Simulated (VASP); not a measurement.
Input of a VASP 6.6.1 run:

The input INCAR:

```
PREC = Accurate
ENCUT = 520
EDIFF = 1E-6
ISMEAR = 0
SIGMA = 0.1
LREAL = F
LASPH = T
NELM = 60
ALGO = Normal
ISIF = 2
LWAVE = F
LCHARG = F
GGA = PE
NBANDS = 25
```

The input KPOINTS:

```
Automatic mesh
0
Gamma
  4 4 4
```

File POSCAR:

```
AlSn
1.0
    0.0000000000      3.6288961422      3.6288961422
    3.6288961422      0.0000000000      3.6288961422
    3.6288961422      3.6288961422      0.0000000000
Al Sn
2 2
Direct
    0.0000000000      0.0000000000      0.0000000000
    0.2500000000      0.2500000000      0.2500000000
    0.7500000000      0.7500000000      0.7500000000
    0.5000000000      0.5000000000      0.5000000000
```

Potentials or basis: VASP PAW PBE potentials, release 64 (Al, Sn_d).

The run is started by

```sh
$ cat potpaw_PBE.64/Al/POTCAR potpaw_PBE.64/Sn_d/POTCAR > POTCAR
$ mpirun -np 1 vasp_std > vasp.out
```

Problem. Predict the band gap on the k mesh.

Solution. Zero (bands 17 and 18 overlap by 4.70 eV).

Problem. Estimate the pressure.

Solution. -0.3 GPa.

Caveat: the k points lie up to 0.37 Å⁻¹ apart, too coarse for converged energies and pressures of a metal; spin-orbit coupling is left out, which moves the levels of the heavy elements.
